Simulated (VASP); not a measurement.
# C: single point with r2SCAN

C:

```xyz
2
Lattice="0.0000 1.7514 1.8390 1.7514 0.0000 1.8390 1.7514 1.7514 0.0000" Properties=species:S:1:pos:R:3 pbc="T T T"
C     1.7514    1.7514    1.8390
C     2.6271    2.6271    2.7585
```

This cell differs from its parent crystal: ratio of the length along z to the lengths across it x 1.05, volume and fractional coordinates fixed.

```yaml
Program: VASP 6.6.1
Task: single point
Functional: r2SCAN
Potentials_or_basis: VASP PAW PBE potentials, release 64 (C)
Cutoff: 520 eV
k_mesh: 12 × 12 × 12
Occupations: gaussian, width 0.05 eV
Spin: no spin polarisation
Dipole_correction: no
Further_INCAR_settings: ALGO = Normal; EDIFF = 1e-06; NBANDS = 11
```

* Pressure: 1.2 GPa
* Band gap on the k mesh: 3.71 eV, indirect (least direct gap 5.38 eV)

Stress tensor (GPa, compression positive):
```
 18.12   0.00   0.00
  0.00  18.12   0.00
  0.00   0.00 -32.60
```

Levels at points of the mesh, in eV from the valence-band top:
```tsv
k point	band 1	band 2	band 3	band 4	band 5	band 6	band 7	band 8
(0.00, 0.00, 0.00)	-23.04	-0.82	0.00	0.00	5.38	5.38	6.04	13.62
(0.50, 0.00, 0.00)	-17.05	-14.37	-3.73	-2.78	7.68	8.84	9.67	16.50
(0.50, 0.50, 0.00)	-14.41	-14.41	-6.45	-6.45	5.55	5.55	17.48	17.48
(0.50, 0.00, 0.50)	-13.63	-13.63	-7.19	-7.19	4.36	4.36	17.64	17.64
```

Run time: 69 s on 1 thread of AMD EPYC 9R45 (Zen 5), on a shared host, peak memory 0.09 GiB.

Caveat: the PAW data sets were made with another functional, which shifts forces and pressure a little. A k mesh can miss the band edges.
